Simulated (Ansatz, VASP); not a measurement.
**Si in VASP and in Ansatz**

```
Si
1.0
    -2.29515    2.41495    1.30001
     2.29515   -2.41495    1.30001
     2.29515    2.41495   -1.30001
Si
2
Direct
  0.80700 0.55700 0.25000
  0.19300 0.44300 0.75000
```

Change from the starting cell: volume scaled by 1.06, crystal datasets.

Alike in both runs: task electric field gradients; functional PBE; k mesh 16 × 16 × 16; occupations fermi-dirac, width 0.05 eV; no spin polarisation.

|  | VASP | Ansatz |
| --- | --- | --- |
| version | VASP 6.6.1 | Ansatz 0.2.0 |
| potentials or method | VASP PAW PBE potentials, release 64 (Si), cutoff 520 eV | all-electron PAW with datasets made for the crystal, scalar-relativistic |

VASP gave:

- pressure (GPa): 6.6
- traceless stress, the component that is largest in VASP (GPa): 0.82
- rms of the force components (eV/Å): 0.028
- size of Vzz on the site where it differs most (V/Å²): 24.8

What did Ansatz give for the same quantities?

Pressure (GPa): 6.7; traceless stress, the component that is largest in VASP (GPa): 0.83; rms of the force components (eV/Å): 0.026; size of Vzz on the site where it differs most (V/Å²): 24.6.

Atom by atom the forces differ by 0.002 eV/Å (rms over components). Ansatz ran all-electron here, and VASP with PAW potentials.
